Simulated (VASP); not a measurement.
# CaB2 (R-3m) in VASP: notebook

The runs below take CaB2 through single point, with PBE.

Everything below comes from runs of VASP 6.6.1. Logs are shortened: lines on timing, memory, paths and dates and some standing lists are left out, and cuts for length are marked.

### 1 The cell of the first run

Symmetry: R-3m, No. 166, trigonal system. Conventional cell: a = 3.463 Å, b = 3.463 Å, c = 16.330 Å, α = 90.00°, β = 90.00°, γ = 120.00°. Ca (site symmetry -3m) has 6 B at 2.77 Å and 6 Ca at 3.46 Å within 3.7 Å. B (site symmetry 3m) has 1 B at 1.60 Å within 2.1 Å.

The cell was built from a structure type or drawn by symmetry, and may not be a known phase.

### 2 Single point, PBE

Contents of INCAR:

```
SYSTEM = CaB2
ALGO = Normal ; EDIFF = 1E-6
ENCUT = 520 ; GGA = PE
ISIF = 2 ; ISMEAR = 0
LASPH = .True. ; LCHARG = .False.
LREAL = .False. ; LWAVE = .False.
NBANDS = 15 ; NELM = 80
PREC = Accurate ; SIGMA = 0.1
```

Contents of KPOINTS:

```
k-points
0
Gamma
  15 15 15
  0 0 0
```

Contents of POSCAR:

```
CaB2
1.0
    1.7314750993      0.9996676147      5.4434861030
   -1.7314750993      0.9996676147      5.4434861030
    0.0000000000     -1.9993352294      5.4434861030
Ca B
1 2
Direct
    0.0000000000      0.0000000000      0.0000000000
    0.4511145727      0.4511145727      0.4511145727
    0.5488854273      0.5488854273      0.5488854273
```

Potentials or basis: VASP PAW PBE potentials, release 64 (Ca_sv, B).

Launch:

```console
cat potpaw_PBE.64/Ca_sv/POTCAR potpaw_PBE.64/B/POTCAR > POTCAR
mpirun -np 1 vasp_std > vasp.out
```

OUTCAR:

```text
SYSTEM = CaB2
   EDIFF = 1E-6
   ENCUT = 520
   GGA = PE
   ISIF = 2
   ISMEAR = 0
   LASPH = .True.
   LREAL = .False.
   NELM = 80
   PREC = Accurate

 ion  position               nearest neighbor table
   1  0.000  0.000  0.000-
   2  0.451  0.451  0.451-   3 1.60
   3  0.549  0.549  0.549-   2 1.60

  LATTYP: Found a trigonal (rhomboedric) cell.
 ALAT       =     5.7990414995
 COS(alpha) =     0.8217005257

  Lattice vectors:

 A1 = (   1.7314750993,   0.9996676147,   5.4434861030)
 A2 = (  -1.7314750993,   0.9996676147,   5.4434861030)
 A3 = (   0.0000000000,  -1.9993352294,   5.4434861030)

Analysis of symmetry for initial positions (statically):
=====================================================================
 Subroutine PRICEL returns:
 Original cell was already a primitive cell.

 Routine SETGRP: Setting up the symmetry group for a
 trigonal (rhombohedral) supercell.

 Subroutine GETGRP returns: Found 12 space group operations
 (whereof 12 operations were pure point group operations)
 out of a pool of 12 trial point group operations.

The static configuration has the point symmetry D_3d.

Analysis of symmetry for dynamics (positions and initial velocities):
=====================================================================
 Subroutine PRICEL returns:
 Original cell was already a primitive cell.

 Routine SETGRP: Setting up the symmetry group for a
 trigonal (rhombohedral) supercell.

 Subroutine GETGRP returns: Found 12 space group operations
 (whereof 12 operations were pure point group operations)
 out of a pool of 12 trial point group operations.

The dynamic configuration has the point symmetry D_3d.

 Subroutine INISYM returns: Found 12 space group operations
 (whereof 12 operations are pure point group operations),
 and found     1 'primitive' translations

----------------------------------------------------------------------------------------

                                     Primitive cell

  volume of cell :      56.5328

  direct lattice vectors                    reciprocal lattice vectors
     1.731475099  0.999667615  5.443486103     0.288771118  0.166722083  0.061235269
    -1.731475099  0.999667615  5.443486103    -0.288771118  0.166722083  0.061235269
     0.000000000 -1.999335229  5.443486103     0.000000000 -0.333444165  0.061235269

  length of vectors
     5.799041500  5.799041500  5.799041500     0.339020308  0.339020308  0.339020308

  position of ions in fractional coordinates (direct lattice)
     0.000000000  0.000000000  0.000000000
     0.451114573  0.451114573  0.451114573
     0.548885427  0.548885427  0.548885427

  ion indices of the primitive-cell ions
   primitive index   ion index
                 1           1
                 2           2
                 3           3

----------------------------------------------------------------------------------------

 KPOINTS: k-points

Automatic generation of k-mesh.
 Grid dimensions read from file:
 generate k-points for:   15   15   15

 Generating k-lattice:

  Cartesian coordinates                     Fractional coordinates (reciprocal lattice)
     0.019251408  0.011114806  0.004082351     0.066666667 -0.000000000  0.000000000
    -0.019251408  0.011114806  0.004082351    -0.000000000  0.066666667  0.000000000
     0.000000000 -0.022229611  0.004082351     0.000000000  0.000000000  0.066666667

  Length of vectors
     0.022601354  0.022601354  0.022601354

  Shift w.r.t. Gamma in fractional coordinates (k-lattice)
     0.000000000  0.000000000  0.000000000

 Subroutine IBZKPT returns following result:
 ===========================================

 Found    344 irreducible k-points:

 Following reciprocal coordinates:
            Coordinates               Weight
  0.000000  0.000000  0.000000      1.000000
  0.066667  0.000000  0.000000      6.000000
  0.133333  0.000000  0.000000      6.000000
  0.200000  0.000000  0.000000      6.000000
  0.266667  0.000000  0.000000      6.000000
  0.333333 -0.000000 -0.000000      6.000000
[... 16 lines left out ...]
  0.133333  0.133333  0.000000      6.000000
  0.200000  0.133333 -0.000000     12.000000
 [... further k-points ...]
   k-points           NKPTS =    344   k-points in BZ     NKDIM =    344   number of bands    NBANDS=     15
   number of dos      NEDOS =    301   number of ions     NIONS =      3
   total plane-waves  NPLWV = 110592
   dimension x,y,z NGX =    48 NGY =   48 NGZ =   48
   dimension x,y,z NGXF=    96 NGYF=   96 NGZF=   96
   ions per type =               1   2
   NGX,Y,Z   is equivalent  to a cutoff of  13.76, 13.76, 13.76 a.u.
   NGXF,Y,Z  is equivalent  to a cutoff of  27.52, 27.52, 27.52 a.u.
 SYSTEM =  CaB2
   PREC   = accura    normal or accurate (medium, high low for compatibility)
   ISTART =      0    job   : 0-new  1-cont  2-samecut
   ICHARG =      2    charge: 1-file 2-atom 10-const
   ISPIN  =      1    spin polarized calculation?
   LNONCOLLINEAR =      F non collinear calculations
   LSORBIT =      F    spin-orbit coupling
   LASPH  =      T    aspherical Exc in radial PAW
   ENCUT  =  520.0 eV  38.22 Ry    6.18 a.u.  10.78 10.78 10.78*2*pi/ulx,y,z
   NELM   =     80;   NELMIN=  2; NELMDL= -5     # of ELM steps
   EDIFF  = 0.1E-05   stopping-criterion for ELM
   LREAL  =      F    real-space projection
   EDIFFG = 0.1E-04   stopping-criterion for IOM
   NSW    =      0    number of steps for IOM
   IBRION =     -1    ionic relax: 0-MD 1-quasi-New 2-CG
   NFREE  =      0    steps in history (QN), initial steepest desc. (CG)
   ISIF   =      2    stress and relaxation
   ISYM   =      2    0-nonsym 1-usesym 2-fastsym
   POTIM  = 0.5000    time-step for ionic-motion
   TEBEG  =    0.0;   TEEND  =   0.0 temperature during run
   PSTRESS=    0.0 pullay stress
   NELECT =      16.0000    total number of electrons
   NUPDOWN=      -1.0000    fix difference up-down
   EMIN   =  10.00;   EMAX   =-10.00  energy-range for DOS
   EFERMI =   0.00;   METHOD = LEGACY
   ISMEAR =     0;   SIGMA  =   0.10  broadening in eV -4-tet -1-fermi 0-gaus
   EFERMI_NEDOS =   21; number of points for ismear=-14 and -15
   IALGO  =     38    algorithm
   IMIX   =      4    mixing-type and parameters
     AMIX     =   0.40;   BMIX     =  1.00
     AMIX_MAG =   1.60;   BMIX_MAG =  1.00
  volume/ion in A,a.u.               =      18.84       127.17
  Fermi-wavevector in a.u.,A,eV,Ry     =   1.074851  2.031173 15.718861  1.155304
  Thomas-Fermi vector in A             =   2.210690
   LORBIT       =      0    0 simple, 1 ext, 2 COOP (PROOUT), +10 PAW based schemes
   GGA     = PE    functional components
   LHFCALC =     F    Hartree Fock is set to
   AEXX    =    0.0000 exact exchange contribution
   IVDW    =     0    specifies the selected vdW correction
   LEPSILON=     F    determine dielectric tensor
   LRPA    =     F    only Hartree local field effects (RPA)
 non-spin polarized calculation
 Gauss-broadening in eV      SIGMA  =   0.10
  energy-cutoff  :      520.00
  volume of cell :       56.53
 maximum number of plane-waves:      1549
 NGX is ok and might be reduce to    48
   NGX = 21   NGY = 21   NGZ = 21

 number of electron      16.0000000 magnetization

 Free energy of the ion-electron system (eV)
  ---------------------------------------------------
  ext. energy  EPLUGINS =         0.00000000
  ---------------------------------------------------
  free energy    TOTEN  =       -11.82079298 eV

  energy without entropy =      -11.81543723  energy(sigma->0) =      -11.81811510

 E-fermi :   1.7152     XC(G=0):  -8.9882

 val. band max:        1.7018351607   @ k =   0.4667   0.2667   0.0000
 cond. band min:       1.7230462734   @ k =  -0.4000   0.4667   0.3333
 fundamental gap:      0.0212111127
 Fermi energy:         1.7151980165

 k-point     1 :       0.0000    0.0000    0.0000
  band No.  band energies     occupation
      1     -38.2989      2.00000
      2     -19.3567      2.00000
      3     -19.1682      2.00000
      4     -19.1682      2.00000
      5      -6.7728      2.00000
      6      -1.4462      2.00000
      7      -0.9636      2.00000
      8       3.8543      0.00000
      9       3.8543      0.00000
     10       4.9262      0.00000
     11       5.1277      0.00000
     12       5.1277      0.00000
     13       6.9198      0.00000
     14       6.9198      0.00000
     15      10.0918      0.00000

 k-point     2 :       0.0667    0.0000    0.0000
  band No.  band energies     occupation
      1     -38.2969      2.00000
      2     -19.3536      2.00000
      3     -19.1852      2.00000
      4     -19.1719      2.00000
      5      -6.7210      2.00000
      6      -1.4623      2.00000
      7      -0.8662      2.00000
      8       3.5525      0.00000
      9       3.7661      0.00000
     10       4.9825      0.00000
     11       5.0836      0.00000
     12       5.1919      0.00000
     13       6.8952      0.00000
     14       6.9838      0.00000
     15       9.9516      0.00000

 k-point     3 :       0.1333    0.0000    0.0000
  band No.  band energies     occupation
      1     -38.2912      2.00000
      2     -19.3447      2.00000
      3     -19.2331      2.00000
      4     -19.1825      2.00000
      5      -6.5693      2.00000
      6      -1.4717      2.00000
      7      -0.6275      2.00000
      8       2.9040      0.00000
      9       3.5417      0.00000
     10       4.6417      0.00000
     11       5.3158      0.00000
     12       5.3723      0.00000
     13       6.8370      0.00000
     14       7.1475      0.00000
     15       9.6394      0.00000
[... 343 lines left out ...]
 k-point    23 :       0.1333    0.1333    0.0000
  band No.  band energies     occupation
      1     -38.2912      2.00000
      2     -19.3450      2.00000
      3     -19.2331      2.00000
      4     -19.1825      2.00000
      5      -6.5573      2.00000
      6      -1.6487      2.00000
      7      -0.4272      2.00000
      8       2.8546      0.00000
      9       3.6013      0.00000
     10       4.6816      0.00000
     11       5.2053      0.00000
     12       5.3371      0.00000
     13       6.9706      0.00000
     14       7.1558      0.00000
     15       9.2669      0.00000

 k-point    24 :       0.2000    0.1333   -0.0000
  band No.  band energies     occupation
      1     -38.2861      2.00000
      2     -19.3370      2.00000
      3     -19.2743      2.00000
      4     -19.1942      2.00000
      5      -6.4078      2.00000
      6      -1.6418      2.00000
      7      -0.2152      2.00000
      8       2.4074      0.00000
      9       3.3685      0.00000
     10       4.4265      0.00000
     11       5.2998      0.00000
     12       5.4424      0.00000
     13       6.9200      0.00000
     14       7.3927      0.00000
     15       8.9051      0.00000

 [... further k-points ...]

------------------------ aborting loop because EDIFF is reached ----------------------------------------

  FORCE on cell =-STRESS in cart. coord.  units (eV):
  Direction    XX          YY          ZZ          XY          YZ          ZX
  --------------------------------------------------------------------------------------
  -------------------------------------------------------------------------------------
  Total        0.0213155      0.0213155      0.0478379      0.0000000      0.0000000     -0.0000000
  in kB        0.6040966      0.6040966      1.3557581      0.0000000      0.0000000     -0.0000000
  external PRESSURE =       0.8546505 kB  Pullay stress =       0.0000000 kB

 VOLUME and BASIS-vectors are now :
 -----------------------------------------------------------------------------
  energy-cutoff  :      520.00
  volume of cell :       56.53
      direct lattice vectors                 reciprocal lattice vectors
     1.731475099  0.999667615  5.443486103     0.288771118  0.166722083  0.061235269
    -1.731475099  0.999667615  5.443486103    -0.288771118  0.166722083  0.061235269
     0.000000000 -1.999335229  5.443486103     0.000000000 -0.333444165  0.061235269

 POSITION                                       TOTAL-FORCE (eV/Angst)
 -----------------------------------------------------------------------------------
      0.00000      0.00000      0.00000         0.000000     -0.000000      0.000000
      0.00000      0.00000      7.36691         0.000000     -0.000000     -0.008437
      0.00000      0.00000      8.96355         0.000000      0.000000      0.008437
 -----------------------------------------------------------------------------------
    total drift:                                0.000000      0.000000      0.000000

  FREE ENERGIE OF THE ION-ELECTRON SYSTEM (eV)
  ---------------------------------------------------
  free  energy   TOTEN  =       -11.8207929768 eV

  energy  without entropy=      -11.8154372329  energy(sigma->0) =      -11.81811510
```

Wall time 23 min (1 thread of Oxide Virtual Turin-like, shared host); peak memory 0.51 GiB.

What came out:

| Item | Value |
| --- | --- |
| Free energy | -11.8208 eV |
| Pressure | 0.1 GPa |
| Largest force | 0.008 eV/Å |
| Band gap on the k mesh | zero (bands 8 and 9 overlap by 2.76 eV) |

Forces in eV/Å, atoms in the order of the input:
```
Ca   0.000  0.000  0.000
B    0.000  0.000 -0.008
B    0.000  0.000  0.008
```

Levels at points of the mesh, in eV from the Fermi level:
| k point | band 5 | band 6 | band 7 | band 8 | band 9 | band 10 | band 11 | band 12 |
| --- | --- | --- | --- | --- | --- | --- | --- | --- |
| (0.00, 0.00, 0.00) | -8.49 | -3.16 | -2.68 | 2.14 | 2.14 | 3.21 | 3.41 | 3.41 |

### 3 Single point, PBE

Contents of INCAR:

```
PREC = Accurate ; ENCUT = 520
EDIFF = 1E-6 ; ISMEAR = 0
SIGMA = 0.1 ; LREAL = False
LASPH = True ; NELM = 60
ALGO = Normal ; ISIF = 2
LWAVE = False ; LCHARG = True
GGA = PE ; LELF = True
LVHAR = True ; NBANDS = 15
```

Contents of KPOINTS:

```
Automatic mesh
0
Gamma
  15 15 15
```

POSCAR is that of step 2.

Potentials or basis: VASP PAW PBE potentials, release 64 (Ca_sv, B).

Launch:

```console
cat potpaw_PBE.64/Ca_sv/POTCAR potpaw_PBE.64/B/POTCAR > POTCAR
mpirun -np 1 vasp_std > vasp.out
```

Run time: 27 min. Hardware: 1 thread of Oxide Virtual Turin-like, shared host; peak memory 0.51 GiB.

The run converged. Its results:

```
Free energy            : -11.8208 eV
Pressure               : 0.1 GPa
Largest force          : 0.008 eV/Å
Band gap on the k mesh : zero (bands 8 and 9 overlap by 2.76 eV)
```

Forces in eV/Å, atoms in the order of the input:
```
Ca   0.000  0.000  0.000
B    0.000  0.000 -0.008
B    0.000  0.000  0.008
```

Stress tensor (GPa, compression positive):
```
0.06 0.00 0.00
0.00 0.06 0.00
0.00 0.00 0.14
```

Levels at points of the mesh, in eV from the Fermi level:
```csv
k point,band 5,band 6,band 7,band 8,band 9,band 10,band 11,band 12
"(0.00, 0.00, 0.00)",-8.49,-3.16,-2.68,2.14,2.14,3.21,3.41,3.41
```
